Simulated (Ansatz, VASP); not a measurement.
One calculation of BaTiO3, two programs

The input INCAR:

```
  ALGO = Normal
  EDIFF = 1E-6
  ENCUT = 910
  GGA = PE
  GGA_COMPAT = F
  ISIF = 2
  ISMEAR = 0
  LASPH = T
  LCHARG = F
  LREAL = F
  LWAVE = F
  NBANDS = 28
  NELM = 120
  PREC = Accurate
  SIGMA = 0.05
```

The input KPOINTS:

```
k-points
0
Gamma
  6 6 6
```

POSCAR

```
BaTiO3
1.0
    3.8617644405      0.0000000000      0.0000000000
    0.0000000000      3.8617644405      0.0000000000
    0.0000000000      0.0000000000      3.8793363473
Ba Ti O
1 1 3
Direct
    0.0000000000      0.0000000000      0.0000000000
    0.5000000000      0.5000000000      0.4900000000
    0.5000000000      0.5000000000      0.0190000000
    0.5000000000      0.0000000000      0.5170000000
    0.0000000000      0.5000000000      0.5170000000
```

Input for Ansatz:

```yaml
crystal:
  lattice:
    - [3.8617644405, 0.0, 0.0]
    - [0.0, 3.8617644405, 0.0]
    - [0.0, 0.0, 3.8793363473]
  atoms:
    - { symbol: Ba, position: [0.0, 0.0, 0.0] }
    - { symbol: Ti, position: [0.5, 0.5, 0.49] }
    - { symbol: O, position: [0.5, 0.5, 0.019] }
    - { symbol: O, position: [0.5, 0.0, 0.517] }
    - { symbol: O, position: [0.0, 0.5, 0.517] }
basis:
  ecutwfc: 420
  fft_grid_basis: typed
kpoints:
  mp_grid: { grid: [6, 6, 6] }
hamiltonian:
  xc: pbe
scf:
  occupations: { method: gaussian, width: 0.05 }
output:
  forces: true
  stress: true
  eigenvalues: true
  bader: true
  write_density: true
  volumetric_format: npy
  elf: true
```

Alike in both runs: task single point; functional PBE; k mesh 6 × 6 × 6; occupations gaussian, width 0.05 eV; no spin polarisation.

```csv
,VASP,Ansatz
version,VASP 6.6.1,Ansatz 0.2.0
potentials or method,"VASP PAW PBE potentials, release 64 (Ba_sv, Ti_sv, O_h), cutoff 910 eV","scalar-relativistic, plane waves, PAW"
valence electrons in the cell,40,40
```

```tsv
	VASP	Ansatz	Ansatz less VASP
gap on the k mesh at the Fermi level (eV)	1.98	2.06	+0.080
rms of the force components (eV/Å)	0.163	0.155	-0.0083
```

Atom by atom the forces differ by 0.016 eV/Å (rms over components). The functional is the same, so the differences come from potentials, cutoffs and numerics.

Neither program's run includes spin-orbit coupling. Noted on VASP's run: the cutoff is short for stress, so the pressure is rough.
